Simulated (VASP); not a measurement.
# Se (Pm-3m) in VASP: further runs

The runs below take Se through single point, relaxation of cell and atoms, with r2SCAN.

Everything below comes from runs of VASP 6.6.1. Logs are shortened: lines on timing, memory, paths and dates and some standing lists are left out, and cuts for length are marked.

**1. The cell of the first run**

The structure is cubic, space group Pm-3m (No. 221). Conventional cell: a = 2.816 Å, b = 2.816 Å, c = 2.816 Å, α = 90.00°, β = 90.00°, γ = 90.00°. Se (site symmetry m-3m) has 6 Se at 2.82 Å within 3.7 Å.

**2. Single point, r2SCAN**

File POSCAR:

```
Se
1.0
    2.8155525964      0.0000000000      0.0000000000
    0.0000000000      2.8155525964      0.0000000000
    0.0000000000      0.0000000000      2.8155525964
Se
1
Direct
    0.0000000000      0.0000000000      0.0000000000
```

File INCAR.step1:

```
SYSTEM = Se
ALGO = Normal ; EDIFF = 1E-4
ENCUT = 520 ; GGA = PE
ISMEAR = 0 ; LASPH = .TRUE.
LCHARG = .FALSE. ; LREAL = .FALSE.
LWAVE = .TRUE. ; NBANDS = 9
NELM = 60 ; PREC = Accurate
SIGMA = 0.1
```

File INCAR.step2:

```
SYSTEM = Se
ALGO = Normal ; EDIFF = 1E-6
ENCUT = 520 ; ISIF = 2
ISMEAR = 0 ; ISTART = 1
LASPH = .TRUE. ; LCHARG = .FALSE.
LMIXTAU = .TRUE. ; LREAL = .FALSE.
LWAVE = .FALSE. ; METAGGA = R2SCAN
NBANDS = 9 ; NELM = 60
PREC = Accurate ; SIGMA = 0.1
```

File KPOINTS:

```
k-points
0
G
  20 20 20
  0 0 0
```

Potentials or basis: VASP PAW PBE potentials, release 64 (Se).

Command:

```
cat potpaw_PBE.64/Se/POTCAR > POTCAR
cp INCAR.step1 INCAR
mpirun -np 1 vasp_std > vasp.out
cp INCAR.step2 INCAR
mpirun -np 1 vasp_std > vasp.out
```

OUTCAR:

```text
SYSTEM = Se
   EDIFF = 1E-6
   ENCUT = 520
   ISIF = 2
   ISMEAR = 0
   ISTART = 1
   LASPH = .TRUE.
   LREAL = .FALSE.
   METAGGA = R2SCAN
   NELM = 60
   PREC = Accurate

 ion  position               nearest neighbor table
   1  0.000  0.000  0.000-

  LATTYP: Found a simple cubic cell.
 ALAT       =     2.8155525964

  Lattice vectors:

 A1 = (   2.8155525964,   0.0000000000,   0.0000000000)
 A2 = (   0.0000000000,   2.8155525964,   0.0000000000)
 A3 = (   0.0000000000,   0.0000000000,   2.8155525964)

Analysis of symmetry for initial positions (statically):
=====================================================================
 Subroutine PRICEL returns:
 Original cell was already a primitive cell.

 Routine SETGRP: Setting up the symmetry group for a
 simple cubic supercell.

 Subroutine GETGRP returns: Found 48 space group operations
 (whereof 48 operations were pure point group operations)
 out of a pool of 48 trial point group operations.

The static configuration has the point symmetry O_h .

Analysis of symmetry for dynamics (positions and initial velocities):
=====================================================================
 Subroutine PRICEL returns:
 Original cell was already a primitive cell.

 Routine SETGRP: Setting up the symmetry group for a
 simple cubic supercell.

 Subroutine GETGRP returns: Found 48 space group operations
 (whereof 48 operations were pure point group operations)
 out of a pool of 48 trial point group operations.

The dynamic configuration has the point symmetry O_h .

 Subroutine INISYM returns: Found 48 space group operations
 (whereof 48 operations are pure point group operations),
 and found     1 'primitive' translations

----------------------------------------------------------------------------------------

                                     Primitive cell

  volume of cell :      22.3198

  direct lattice vectors                    reciprocal lattice vectors
     2.815552596  0.000000000  0.000000000     0.355170065  0.000000000  0.000000000
     0.000000000  2.815552596  0.000000000     0.000000000  0.355170065  0.000000000
     0.000000000  0.000000000  2.815552596     0.000000000  0.000000000  0.355170065

  length of vectors
     2.815552596  2.815552596  2.815552596     0.355170065  0.355170065  0.355170065

  position of ions in fractional coordinates (direct lattice)
     0.000000000  0.000000000  0.000000000

  ion indices of the primitive-cell ions
   primitive index   ion index
                 1           1

----------------------------------------------------------------------------------------

 KPOINTS: k-points

Automatic generation of k-mesh.
 Grid dimensions read from file:
 generate k-points for:   20   20   20

 Generating k-lattice:

  Cartesian coordinates                     Fractional coordinates (reciprocal lattice)
     0.017758503  0.000000000  0.000000000     0.050000000  0.000000000  0.000000000
     0.000000000  0.017758503  0.000000000     0.000000000  0.050000000  0.000000000
     0.000000000  0.000000000  0.017758503     0.000000000  0.000000000  0.050000000

  Length of vectors
     0.017758503  0.017758503  0.017758503

  Shift w.r.t. Gamma in fractional coordinates (k-lattice)
     0.000000000  0.000000000  0.000000000

 Subroutine IBZKPT returns following result:
 ===========================================

 Found    286 irreducible k-points:

 Following reciprocal coordinates:
            Coordinates               Weight
  0.000000  0.000000  0.000000      1.000000
  0.050000  0.000000  0.000000      6.000000
  0.100000  0.000000  0.000000      6.000000
  0.150000  0.000000  0.000000      6.000000
  0.200000  0.000000  0.000000      6.000000
  0.250000  0.000000  0.000000      6.000000
[... 16 lines left out ...]
  0.150000  0.100000  0.000000     24.000000
  0.200000  0.100000  0.000000     24.000000
 [... further k-points ...]
   k-points           NKPTS =    286   k-points in BZ     NKDIM =    286   number of bands    NBANDS=      9
   number of dos      NEDOS =    301   number of ions     NIONS =      1
   total plane-waves  NPLWV =  13824
   dimension x,y,z NGX =    24 NGY =   24 NGZ =   24
   dimension x,y,z NGXF=    48 NGYF=   48 NGZF=   48
   ions per type =               1
   NGX,Y,Z   is equivalent  to a cutoff of  14.17, 14.17, 14.17 a.u.
   NGXF,Y,Z  is equivalent  to a cutoff of  28.34, 28.34, 28.34 a.u.
 SYSTEM =  Se
   PREC   = accura    normal or accurate (medium, high low for compatibility)
   ISTART =      1    job   : 0-new  1-cont  2-samecut
   ICHARG =      0    charge: 1-file 2-atom 10-const
   ISPIN  =      1    spin polarized calculation?
   LNONCOLLINEAR =      F non collinear calculations
   LSORBIT =      F    spin-orbit coupling
   LASPH  =      T    aspherical Exc in radial PAW
   ENCUT  =  520.0 eV  38.22 Ry    6.18 a.u.   5.24  5.24  5.24*2*pi/ulx,y,z
   NELM   =     60;   NELMIN=  2; NELMDL=  0     # of ELM steps
   EDIFF  = 0.1E-05   stopping-criterion for ELM
   LREAL  =      F    real-space projection
   EDIFFG = 0.1E-04   stopping-criterion for IOM
   NSW    =      0    number of steps for IOM
   IBRION =     -1    ionic relax: 0-MD 1-quasi-New 2-CG
   NFREE  =      0    steps in history (QN), initial steepest desc. (CG)
   ISIF   =      2    stress and relaxation
   ISYM   =      2    0-nonsym 1-usesym 2-fastsym
   POTIM  = 0.5000    time-step for ionic-motion
   TEBEG  =    0.0;   TEEND  =   0.0 temperature during run
   PSTRESS=    0.0 pullay stress
   NELECT =       6.0000    total number of electrons
   NUPDOWN=      -1.0000    fix difference up-down
   EMIN   =  10.00;   EMAX   =-10.00  energy-range for DOS
   EFERMI =   0.00;   METHOD = LEGACY
   ISMEAR =     0;   SIGMA  =   0.10  broadening in eV -4-tet -1-fermi 0-gaus
   EFERMI_NEDOS =   21; number of points for ismear=-14 and -15
   IALGO  =     38    algorithm
   IMIX   =      4    mixing-type and parameters
     AMIX     =   0.40;   BMIX     =  1.00
     AMIX_MAG =   1.60;   BMIX_MAG =  1.00
  volume/ion in A,a.u.               =      22.32       150.62
  Fermi-wavevector in a.u.,A,eV,Ry     =   1.056562  1.996612 15.188496  1.116323
  Thomas-Fermi vector in A             =   2.191802
   LORBIT       =      0    0 simple, 1 ext, 2 COOP (PROOUT), +10 PAW based schemes
   METAGGA = R2SCAN    functional components
   LHFCALC =     F    Hartree Fock is set to
   AEXX    =    0.0000 exact exchange contribution
   IVDW    =     0    specifies the selected vdW correction
   LEPSILON=     F    determine dielectric tensor
   LRPA    =     F    only Hartree local field effects (RPA)
 non-spin polarized calculation
 Gauss-broadening in eV      SIGMA  =   0.10
  energy-cutoff  :      520.00
  volume of cell :       22.32
 maximum number of plane-waves:       624
 NGX is ok and might be reduce to    24
   NGX = 11   NGY = 11   NGZ = 11

 number of electron       5.9999999 magnetization

 Free energy of the ion-electron system (eV)
  ---------------------------------------------------
  ext. energy  EPLUGINS =         0.00000000
  ---------------------------------------------------
  free energy    TOTEN  =       -14.05702492 eV

  energy without entropy =      -14.05459860  energy(sigma->0) =      -14.05581176

 E-fermi :   4.6961     XC(G=0): -10.4973

 val. band max:        4.6921592699   @ k =   0.1000   0.0500   0.0000
 cond. band min:       4.6995857492   @ k =   0.4500   0.2500   0.2000
 fundamental gap:      0.0074264793
 Fermi energy:         4.6960533653

 k-point     1 :       0.0000    0.0000    0.0000
  band No.  band energies     occupation
      1     -12.2207      2.00000
      2       6.1198      0.00000
      3       6.1198      0.00000
      4       6.1198      0.00000
      5      12.8353      0.00000
      6      12.8353      0.00000
      7      13.4159      0.00000
      8      27.9715      0.00000
      9      27.9715      0.00000

 k-point     2 :       0.0500    0.0000    0.0000
  band No.  band energies     occupation
      1     -12.1828      2.00000
      2       5.6885      0.00000
      3       6.1498      0.00000
      4       6.1498      0.00000
      5      12.8726      0.00000
      6      13.1197      0.00000
      7      13.6871      0.00000
      8      27.1673      0.00000
      9      27.1673      0.00000

 k-point     3 :       0.1000    0.0000    0.0000
  band No.  band energies     occupation
      1     -12.0699      2.00000
      2       4.6603      1.38663
      3       6.2385      0.00000
      4       6.2385      0.00000
      5      12.9833      0.00000
      6      13.3778      0.00000
      7      14.8234      0.00000
      8      25.8172      0.00000
      9      25.8172      0.00000

 k-point     4 :       0.1500    0.0000    0.0000
  band No.  band energies     occupation
      1     -11.8854      2.00000
      2       3.4031      2.00000
      3       6.3811      0.00000
      4       6.3811      0.00000
      5      13.1643      0.00000
      6      13.6235      0.00000
      7      16.4175      0.00000
      8      24.4433      0.00000
      9      24.4433      0.00000
[... 205 lines left out ...]
 k-point    22 :       0.1000    0.1000    0.0000
  band No.  band energies     occupation
      1     -11.9190      2.00000
      2       4.7390      0.54378
      3       4.8398      0.04209
      4       6.3567      0.00000
      5      13.3316      0.00000
      6      14.8756      0.00000
      7      15.0219      0.00000
      8      23.8367      0.00000
      9      25.5751      0.00000

 k-point    23 :       0.1500    0.1000    0.0000
  band No.  band energies     occupation
      1     -11.7346      2.00000
      2       3.5345      2.00000
      3       4.9476      0.00037
      4       6.4988      0.00000
      5      13.5389      0.00000
      6      15.1190      0.00000
      7      16.5122      0.00000
      8      22.5489      0.00000
      9      24.5018      0.00000

 k-point    24 :       0.2000    0.1000    0.0000
  band No.  band energies     occupation
      1     -11.4849      2.00000
      2       2.2444      2.00000
      3       5.1534      0.00000
      4       6.6866      0.00000
      5      13.8117      0.00000
      6      15.3374      0.00000
      7      18.0782      0.00000
      8      21.4919      0.00000
      9      23.2570      0.00000

 [... further k-points ...]
[... 5 lines left out ...]
  --------------------------------------------------------------------------------------
  -------------------------------------------------------------------------------------
  Total       -0.0114465     -0.0114465     -0.0114465      0.0000000     -0.0000000      0.0000000
  in kB       -0.8216633     -0.8216633     -0.8216633      0.0000000     -0.0000000      0.0000000
  external PRESSURE =      -0.8216633 kB  Pullay stress =       0.0000000 kB

 VOLUME and BASIS-vectors are now :
 -----------------------------------------------------------------------------
  energy-cutoff  :      520.00
  volume of cell :       22.32
      direct lattice vectors                 reciprocal lattice vectors
     2.815552596  0.000000000  0.000000000     0.355170065  0.000000000  0.000000000
     0.000000000  2.815552596  0.000000000     0.000000000  0.355170065  0.000000000
     0.000000000  0.000000000  2.815552596     0.000000000  0.000000000  0.355170065

 POSITION                                       TOTAL-FORCE (eV/Angst)
 -----------------------------------------------------------------------------------
      0.00000      0.00000      0.00000         0.000000      0.000000      0.000000
 -----------------------------------------------------------------------------------
    total drift:                                0.000000     -0.000000     -0.000000

  FREE ENERGIE OF THE ION-ELECTRON SYSTEM (eV)
  ---------------------------------------------------
  free  energy   TOTEN  =       -14.0570249222 eV

  energy  without entropy=      -14.0545986030  energy(sigma->0) =      -14.05581176
```

It took 5.3 min on 1 thread of Oxide Virtual Turin-like, shared host; peak memory 0.15 GiB.

Results:

```yaml
Free_energy: -14.0570 eV
Pressure: -0.1 GPa
Band_gap_on_the_k_mesh: zero (band 3 reaches 7.64 eV, above the bottom of band 4 at 1.03 eV)
```

Caveat: the PAW data sets were made with another functional, which shifts forces and pressure a little.

**3. Relaxation of cell and atoms, r2SCAN**

This run uses another cell than the first one, of 22.12 Å³/atom, 0.991 times its volume.

File POSCAR:

```
Se
1.0
    2.8072442081      0.0000000000      0.0000000000
    0.0000000000      2.8072442081      0.0000000000
    0.0000000000      0.0000000000      2.8072442081
Se
1
Direct
    0.0000000000      0.0000000000      0.0000000000
```

File INCAR.step1:

```
SYSTEM = Se
PREC = Accurate
ENCUT = 600
ISMEAR = 0
SIGMA = 0.1
LREAL = .FALSE.
LASPH = .TRUE.
NELM = 60
GGA = PE
ALGO = Normal
EDIFF = 1E-4
LWAVE = .TRUE.
LCHARG = .FALSE.
```

File INCAR.step2:

```
SYSTEM = Se
PREC = Accurate
ENCUT = 600
EDIFF = 1E-6
ISMEAR = 0
SIGMA = 0.1
LREAL = .FALSE.
LASPH = .TRUE.
NELM = 60
ALGO = Normal
ISIF = 3
LWAVE = .FALSE.
LCHARG = .FALSE.
METAGGA = R2SCAN
LMIXTAU = .TRUE.
IBRION = 2
NSW = 100
EDIFFG = -0.01
ISTART = 1
```

File KPOINTS:

```
Automatic mesh
0
G
  20 20 20
  0 0 0
```

Potentials or basis: VASP PAW PBE potentials, release 64 (Se).

Command:

```
cat potpaw_PBE.64/Se/POTCAR > POTCAR
cp INCAR.step1 INCAR
mpirun -np 1 vasp_std > vasp.out
cp INCAR.step2 INCAR
mpirun -np 1 vasp_std > vasp.out
```

Wall time 8.6 min (1 thread of Oxide Virtual Turin-like, shared host); peak memory 0.16 GiB.

The run converged. Its results:

- Free energy: -14.0575 eV
- Relaxed volume: 22.29 Å³/atom
- Relaxed cell: a = 2.814 Å, b = 2.814 Å, c = 2.814 Å, α = 90.00°, β = 90.00°, γ = 90.00°
- Space group after relaxing (to 0.05 Å): Pm-3m (No. 221)
- Energy gained by relaxing: 0.3 meV/atom
- Ionic steps: 3
- Pressure after relaxing: 0.0 GPa
- Band gap on the k mesh: zero (band 3 reaches 7.66 eV, above the bottom of band 4 at 1.04 eV)

Step by step:
| step | energy change (eV) | largest force (eV/Å) | pressure (GPa) | volume (Å³) |
| --- | --- | --- | --- | --- |
| 1 | 0.0000 | 0.0000 | 0.60 | 22.12 |
| 2 | -0.0002 | 0.0000 | -0.33 | 22.39 |
| 3 | -0.0003 | 0.0000 | -0.01 | 22.29 |

Final structure:
```cif
data_structure
_symmetry_space_group_name_H-M 'P 1'
_symmetry_Int_Tables_number 1
_cell_length_a 2.8143
_cell_length_b 2.8143
_cell_length_c 2.8143
_cell_angle_alpha 90.000
_cell_angle_beta 90.000
_cell_angle_gamma 90.000
_cell_volume 22.29
loop_
_atom_site_label
_atom_site_type_symbol
_atom_site_fract_x
_atom_site_fract_y
_atom_site_fract_z
_atom_site_occupancy
Se1 Se 0.00000 0.00000 0.00000 1
```

Levels at points of the mesh, in eV from the Fermi level:
```csv
k point,band 1,band 2,band 3,band 4,band 5,band 6
"(0.00, 0.00, 0.00)",-16.93,1.43,1.43,1.43,8.14,8.14
"(0.50, 0.00, 0.00)",-14.71,-7.41,2.95,2.95,10.33,12.55
"(0.50, 0.50, 0.00)",-12.46,-5.43,-5.43,3.22,4.34,14.16
"(0.50, 0.50, 0.50)",-10.12,-3.67,-3.67,-3.67,6.24,6.24
```

Caveat: the PAW data sets were made with another functional, which shifts forces and pressure a little.
